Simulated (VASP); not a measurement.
# SiNi3 (P4mm) in VASP: single point with PBE

Aim: the single point of SiNi3 with PBE.

Program: VASP 6.6.1. These are calculated values, not measurements. Logs are shortened: lines on timing, memory, paths and dates and some standing lists are left out, and cuts for length are marked.

### 1 The cell of the first run

The structure is tetragonal, space group P4mm (No. 99). Conventional cell: a = 3.506 Å, b = 3.506 Å, c = 3.506 Å, α = 90.00°, β = 90.00°, γ = 90.00°. Si (site symmetry 4mm) has 12 Ni at 2.44 to 2.52 Å within 3.2 Å. Within 3.2 Å of Ni (site symmetry 2mm) lie 4 Si at 2.44 to 2.52 Å and 8 Ni at 2.48 Å. Ni (site symmetry 4mm) has 8 Ni at 2.48 Å and 4 Si at 2.48 Å within 3.3 Å.

### 2 Single point, PBE (all Ni atoms moved +0.062 Å, as atom 2 along Cartesian [0 1 0])

INCAR

```
SYSTEM = SiNi3
PREC = Accurate
ENCUT = 520
EDIFF = 1E-6
ISMEAR = 0
SIGMA = 0.15
LREAL = .FALSE.
LASPH = .TRUE.
NELM = 60
ALGO = Fast
ISIF = 2
LWAVE = .FALSE.
LCHARG = .FALSE.
GGA = PE
NBANDS = 25
```

KPOINTS

```
regular mesh
0
G
  14 14 14
  0 0 0
```

POSCAR

```
SiNi3
1.0
    3.5062596291      0.0000000000      0.0000000000
    0.0000000000      3.5062596291      0.0000000000
    0.0000000000      0.0000000000      3.5062596291
Si Ni
1 3
Direct
    0.0000000000      0.0000000000      0.0000000000
    0.0000000000      0.5178252630      0.5000000000
    0.5000000000      0.0178252630      0.5000000000
    0.5000000000      0.5178252630      0.0000000000
```

Potentials or basis: VASP PAW PBE potentials, release 64 (Si, Ni).

The run is started by

```sh
cat potpaw_PBE.64/Si/POTCAR potpaw_PBE.64/Ni/POTCAR > POTCAR
mpirun -np 1 vasp_std > vasp.out
```

OUTCAR:

```text
SYSTEM = SiNi3
   PREC = Accurate
   ENCUT = 520
   EDIFF = 1E-6
   ISMEAR = 0
   LREAL = .FALSE.
   LASPH = .TRUE.
   NELM = 60
   ISIF = 2
   GGA = PE

 ion  position               nearest neighbor table
   1  0.000  0.000  0.000-   2 2.44   4 2.44   2 2.44   4 2.44   3 2.48   3 2.48   3 2.48   3 2.48
                             4 2.52   2 2.52   2 2.52   4 2.52
   2  0.000  0.518  0.500-   1 2.44   1 2.44   4 2.48   3 2.48   4 2.48   3 2.48   3 2.48   4 2.48
                             4 2.48   3 2.48   1 2.52   1 2.52
   3  0.500  0.018  0.500-   2 2.48   4 2.48   4 2.48   2 2.48   4 2.48   4 2.48   2 2.48   2 2.48
                             1 2.48   1 2.48   1 2.48   1 2.48
   4  0.500  0.518  0.000-   1 2.44   1 2.44   3 2.48   2 2.48   3 2.48   3 2.48   3 2.48   2 2.48
                             2 2.48   2 2.48   1 2.52   1 2.52

  LATTYP: Found a simple cubic cell.
 ALAT       =     3.5062596291

  Lattice vectors:

 A1 = (   3.5062596291,   0.0000000000,   0.0000000000)
 A2 = (   0.0000000000,   3.5062596291,   0.0000000000)
 A3 = (   0.0000000000,   0.0000000000,   3.5062596291)

Analysis of symmetry for initial positions (statically):
=====================================================================
 Subroutine PRICEL returns:
 Original cell was already a primitive cell.

 Routine SETGRP: Setting up the symmetry group for a
 simple cubic supercell.

 Subroutine GETGRP returns: Found  8 space group operations
 (whereof  8 operations were pure point group operations)
 out of a pool of 48 trial point group operations.

The static configuration has the point symmetry C_4v.

Analysis of symmetry for dynamics (positions and initial velocities):
=====================================================================
 Subroutine PRICEL returns:
 Original cell was already a primitive cell.

 Routine SETGRP: Setting up the symmetry group for a
 simple cubic supercell.

 Subroutine GETGRP returns: Found  8 space group operations
 (whereof  8 operations were pure point group operations)
 out of a pool of 48 trial point group operations.

The dynamic configuration has the point symmetry C_4v.

 Subroutine INISYM returns: Found  8 space group operations
 (whereof  8 operations are pure point group operations),
 and found     1 'primitive' translations

----------------------------------------------------------------------------------------

                                     Primitive cell

  volume of cell :      43.1055

  direct lattice vectors                    reciprocal lattice vectors
     3.506259629  0.000000000  0.000000000     0.285204208  0.000000000  0.000000000
     0.000000000  3.506259629  0.000000000     0.000000000  0.285204208  0.000000000
     0.000000000  0.000000000  3.506259629     0.000000000  0.000000000  0.285204208

  length of vectors
     3.506259629  3.506259629  3.506259629     0.285204208  0.285204208  0.285204208

  position of ions in fractional coordinates (direct lattice)
     0.000000000  0.000000000  0.000000000
     0.000000000  0.517825263  0.500000000
     0.500000000  0.017825263  0.500000000
     0.500000000  0.517825263  0.000000000

  ion indices of the primitive-cell ions
   primitive index   ion index
                 1           1
                 2           2
                 3           3
                 4           4

----------------------------------------------------------------------------------------

 KPOINTS: regular mesh

Automatic generation of k-mesh.
 Grid dimensions read from file:
 generate k-points for:   14   14   14

 Generating k-lattice:

  Cartesian coordinates                     Fractional coordinates (reciprocal lattice)
     0.020371729  0.000000000  0.000000000     0.071428571  0.000000000  0.000000000
     0.000000000  0.020371729  0.000000000     0.000000000  0.071428571  0.000000000
     0.000000000  0.000000000  0.020371729     0.000000000  0.000000000  0.071428571

  Length of vectors
     0.020371729  0.020371729  0.020371729

  Shift w.r.t. Gamma in fractional coordinates (k-lattice)
     0.000000000  0.000000000  0.000000000

 Subroutine IBZKPT returns following result:
 ===========================================

 Found    288 irreducible k-points:

 Following reciprocal coordinates:
            Coordinates               Weight
  0.000000  0.000000  0.000000      1.000000
  0.071429  0.000000  0.000000      4.000000
  0.000000  0.071429  0.000000      2.000000
  0.142857  0.000000  0.000000      4.000000
  0.000000  0.142857  0.000000      2.000000
  0.214286  0.000000  0.000000      4.000000
[... 16 lines left out ...]
  0.071429  0.000000  0.214286      8.000000
  0.285714  0.071429  0.000000      8.000000
 [... further k-points ...]
   k-points           NKPTS =    288   k-points in BZ     NKDIM =    288   number of bands    NBANDS=     25
   number of dos      NEDOS =    301   number of ions     NIONS =      4
   total plane-waves  NPLWV =  21952
   dimension x,y,z NGX =    28 NGY =   28 NGZ =   28
   dimension x,y,z NGXF=    56 NGYF=   56 NGZF=   56
   ions per type =               1   3
   NGX,Y,Z   is equivalent  to a cutoff of  13.28, 13.28, 13.28 a.u.
   NGXF,Y,Z  is equivalent  to a cutoff of  26.55, 26.55, 26.55 a.u.
 SYSTEM =  SiNi3
   PREC   = accura    normal or accurate (medium, high low for compatibility)
   ISTART =      0    job   : 0-new  1-cont  2-samecut
   ICHARG =      2    charge: 1-file 2-atom 10-const
   ISPIN  =      1    spin polarized calculation?
   LNONCOLLINEAR =      F non collinear calculations
   LSORBIT =      F    spin-orbit coupling
   LASPH  =      T    aspherical Exc in radial PAW
   ENCUT  =  520.0 eV  38.22 Ry    6.18 a.u.   6.52  6.52  6.52*2*pi/ulx,y,z
   NELM   =     60;   NELMIN=  2; NELMDL= -5     # of ELM steps
   EDIFF  = 0.1E-05   stopping-criterion for ELM
   LREAL  =      F    real-space projection
   EDIFFG = 0.1E-04   stopping-criterion for IOM
   NSW    =      0    number of steps for IOM
   IBRION =     -1    ionic relax: 0-MD 1-quasi-New 2-CG
   NFREE  =      0    steps in history (QN), initial steepest desc. (CG)
   ISIF   =      2    stress and relaxation
   ISYM   =      2    0-nonsym 1-usesym 2-fastsym
   POTIM  = 0.5000    time-step for ionic-motion
   TEBEG  =    0.0;   TEEND  =   0.0 temperature during run
   PSTRESS=    0.0 pullay stress
   NELECT =      34.0000    total number of electrons
   NUPDOWN=      -1.0000    fix difference up-down
   EMIN   =  10.00;   EMAX   =-10.00  energy-range for DOS
   EFERMI =   0.00;   METHOD = LEGACY
   ISMEAR =     0;   SIGMA  =   0.15  broadening in eV -4-tet -1-fermi 0-gaus
   EFERMI_NEDOS =   21; number of points for ismear=-14 and -15
   IALGO  =     68    algorithm
   IMIX   =      4    mixing-type and parameters
     AMIX     =   0.40;   BMIX     =  1.00
     AMIX_MAG =   1.60;   BMIX_MAG =  1.00
  volume/ion in A,a.u.               =      10.78        72.72
  Fermi-wavevector in a.u.,A,eV,Ry     =   1.512599  2.858397 31.129517  2.287955
  Thomas-Fermi vector in A             =   2.622502
   LORBIT       =      0    0 simple, 1 ext, 2 COOP (PROOUT), +10 PAW based schemes
   GGA     = PE    functional components
   LHFCALC =     F    Hartree Fock is set to
   AEXX    =    0.0000 exact exchange contribution
   IVDW    =     0    specifies the selected vdW correction
   LEPSILON=     F    determine dielectric tensor
   LRPA    =     F    only Hartree local field effects (RPA)
 non-spin polarized calculation
 RMM-DIIS sequential band-by-band and
 Gauss-broadening in eV      SIGMA  =   0.15
  energy-cutoff  :      520.00
  volume of cell :       43.11
 maximum number of plane-waves:      1189
 NGX is ok and might be reduce to    28
   NGX = 13   NGY = 13   NGZ = 13

 number of electron      33.9999978 magnetization

 Free energy of the ion-electron system (eV)
  ---------------------------------------------------
  ext. energy  EPLUGINS =         0.00000000
  ---------------------------------------------------
  free energy    TOTEN  =       -23.68188213 eV

  energy without entropy =      -23.66031160  energy(sigma->0) =      -23.67109686

 E-fermi :  10.6691     XC(G=0): -13.0963

 val. band max:       10.6648330919   @ k =   0.4286   0.4286   0.3571
 cond. band min:      10.6795392035   @ k =   0.0000   0.0000   0.0000
 fundamental gap:      0.0147061116
 Fermi energy:        10.6691191883

 k-point     1 :       0.0000    0.0000    0.0000
  band No.  band energies     occupation
      1      -1.2720      2.00000
      2       5.7828      2.00000
      3       6.5876      2.00000
      4       6.6075      2.00000
      5       7.1159      2.00000
      6       7.1159      2.00000
[... 17 lines left out ...]
     24      21.2220      0.00000
     25      21.2570      0.00000

 k-point     2 :       0.0714    0.0000    0.0000
  band No.  band energies     occupation
      1      -1.2122      2.00000
      2       5.7968      2.00000
      3       6.5146      2.00000
      4       6.6354      2.00000
      5       7.1094      2.00000
      6       7.1131      2.00000
[... 17 lines left out ...]
     24      21.0346      0.00000
     25      21.0956      0.00000

 k-point     3 :       0.0000    0.0714    0.0000
  band No.  band energies     occupation
      1      -1.2122      2.00000
      2       5.7973      2.00000
      3       6.5017      2.00000
      4       6.6500      2.00000
      5       7.1107      2.00000
      6       7.1107      2.00000
[... 17 lines left out ...]
     24      21.0291      0.00000
     25      21.1005      0.00000

 k-point     4 :       0.1429    0.0000    0.0000
  band No.  band energies     occupation
      1      -1.0346      2.00000
      2       5.7647      2.00000
      3       6.3045      2.00000
      4       6.7575      2.00000
      5       7.0919      2.00000
      6       7.1008      2.00000
[... 17 lines left out ...]
     24      20.4070      0.00000
     25      20.7241      0.00000
[... 477 lines left out ...]
 k-point    22 :       0.0000    0.2143    0.0714
  band No.  band energies     occupation
      1      -0.6876      2.00000
      2       5.4093      2.00000
      3       6.2547      2.00000
      4       6.8491      2.00000
      5       7.0313      2.00000
      6       7.1105      2.00000
[... 17 lines left out ...]
     24      19.4666      0.00000
     25      21.0596      0.00000

 k-point    23 :       0.0714    0.0000    0.2143
  band No.  band energies     occupation
      1      -0.6874      2.00000
      2       5.4092      2.00000
      3       6.2625      2.00000
      4       6.8299      2.00000
      5       7.0498      2.00000
      6       7.1070      2.00000
[... 17 lines left out ...]
     24      19.4967      0.00000
     25      21.0344      0.00000

 k-point    24 :       0.2857    0.0714    0.0000
  band No.  band energies     occupation
      1      -0.3005      2.00000
      2       4.7120      2.00000
      3       6.4064      2.00000
      4       6.9027      2.00000
      5       6.9869      2.00000
      6       7.2490      2.00000
[... 17 lines left out ...]
     24      19.2952      0.00000
     25      21.5483      0.00000

 [... further k-points ...]
[... 5 lines left out ...]
  --------------------------------------------------------------------------------------
  -------------------------------------------------------------------------------------
  Total        0.0420874      0.0637324      0.0420874      0.0000000      0.0000000      0.0000000
  in kB        1.5643365      2.3688545      1.5643365      0.0000000      0.0000000      0.0000000
  external PRESSURE =       1.8325092 kB  Pullay stress =       0.0000000 kB

 VOLUME and BASIS-vectors are now :
 -----------------------------------------------------------------------------
  energy-cutoff  :      520.00
  volume of cell :       43.11
      direct lattice vectors                 reciprocal lattice vectors
     3.506259629  0.000000000  0.000000000     0.285204208  0.000000000  0.000000000
     0.000000000  3.506259629  0.000000000     0.000000000  0.285204208  0.000000000
     0.000000000  0.000000000  3.506259629     0.000000000  0.000000000  0.285204208

 POSITION                                       TOTAL-FORCE (eV/Angst)
 -----------------------------------------------------------------------------------
      0.00000      0.00000      0.00000        -0.000000      0.325782      0.000000
      0.00000      1.81563      1.75313         0.000000     -0.176523     -0.000000
      1.75313      0.06250      1.75313        -0.000000      0.027265      0.000000
      1.75313      1.81563      0.00000         0.000000     -0.176523     -0.000000
 -----------------------------------------------------------------------------------
    total drift:                                0.000000      0.000064     -0.000000

  FREE ENERGIE OF THE ION-ELECTRON SYSTEM (eV)
  ---------------------------------------------------
  free  energy   TOTEN  =       -23.6818821251 eV

  energy  without entropy=      -23.6603116004  energy(sigma->0) =      -23.67109686
```

It took 2.3 min on 1 thread of Intel Xeon 6975P-C (Granite Rapids), shared host; peak memory 0.35 GiB.

What came out:

```
Free energy            : -23.6819 eV
Pressure               : 0.2 GPa
Largest force          : 0.326 eV/Å
Band gap on the k mesh : zero (bands 17 and 18 overlap by 0.24 eV)
```

Forces in eV/Å, atoms in the order of the input:
```
Si   0.000  0.326  0.000
Ni   0.000 -0.177  0.000
Ni   0.000  0.027  0.000
Ni   0.000 -0.177  0.000
```

Levels at points of the mesh, in eV from the Fermi level:
```tsv
k point	band 13	band 14	band 15	band 16	band 17	band 18	band 19	band 20	band 21	band 22
(0.00, 0.00, 0.00)	-0.88	-0.64	-0.63	-0.32	0.01	0.01	0.01	4.79	6.30	6.31
(0.50, 0.00, 0.00)	-1.33	-1.31	-1.16	-0.57	0.02	3.56	3.59	5.21	5.25	5.26
(0.00, 0.50, 0.00)	-1.33	-1.30	-1.16	-0.58	0.01	3.58	3.58	5.19	5.25	5.25
(0.50, 0.50, 0.00)	-1.45	-1.44	-1.13	-1.03	-0.96	0.63	0.64	5.56	6.32	7.66
(0.50, 0.00, 0.50)	-1.46	-1.43	-1.13	-1.03	-0.96	0.63	0.63	5.44	6.45	7.66
(0.50, 0.50, 0.50)	-1.46	-1.26	-1.25	-0.41	-0.23	-0.23	-0.22	1.18	4.00	4.00
```

Caveat: the cell differs from its parent crystal (all Ni atoms moved +0.062 Å, as atom 2 along Cartesian [0 1 0]). Spin polarisation is off, so any magnetic state and its effect on volume and gap are missing.
